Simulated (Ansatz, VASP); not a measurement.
C: VASP beside Ansatz

Contents of INCAR:

```
SYSTEM = C
  PREC = Accurate
  ENCUT = 600
  EDIFF = 1E-6
  ISMEAR = 0
  SIGMA = 0.01
  LREAL = .False.
  LASPH = .True.
  NELM = 120
  ALGO = Normal
  ISIF = 2
  LWAVE = .False.
  LCHARG = .False.
  GGA = PS
  NBANDS = 11
  GGA_COMPAT = .False.
```

The input KPOINTS:

```
regular mesh
0
Gamma
  9 9 9
  0 0 0
```

File POSCAR:

```
C
1.0
    0.0000000000      1.7833700000      1.7833700000
    1.7833700000      0.0000000000      1.7833700000
    1.7833700000      1.7833700000      0.0000000000
C
2
Direct
    0.0000000000      0.0000000000      0.0000000000
    0.2500000000      0.2500000000      0.2500000000
```

Input for Ansatz:

```yaml
crystal:
  lattice:
    - [0.0, 1.78337, 1.78337]
    - [1.78337, 0.0, 1.78337]
    - [1.78337, 1.78337, 0.0]
  atoms:
    - { symbol: C, position: [0.0, 0.0, 0.0] }
    - { symbol: C, position: [0.25, 0.25, 0.25] }
basis:
  ecutwfc: 550.0
kpoints:
  mp_grid:
    grid: [9, 9, 9]
hamiltonian:
  xc: pbesol
scf:
  occupations:
    method: fixed
output:
  stress: true
```

Alike in both runs: task single point; functional PBEsol; k mesh 9 × 9 × 9; no spin polarisation.

|  | VASP | Ansatz |
| --- | --- | --- |
| version | VASP 6.6.1 | Ansatz 0.2.0 |
| potentials or method | VASP PAW PBE potentials, release 64 (C), cutoff 600 eV | plane waves, PAW |
| occupations | gaussian, width 0.01 eV | fixed |
| valence electrons in the cell | 8 | 8 |

|  | VASP | Ansatz | Ansatz less VASP |
| --- | --- | --- | --- |
| pressure (GPa) | -4.4 | -4.8 | -0.38 |

VASP's potentials were made for PBE, not for PBEsol.
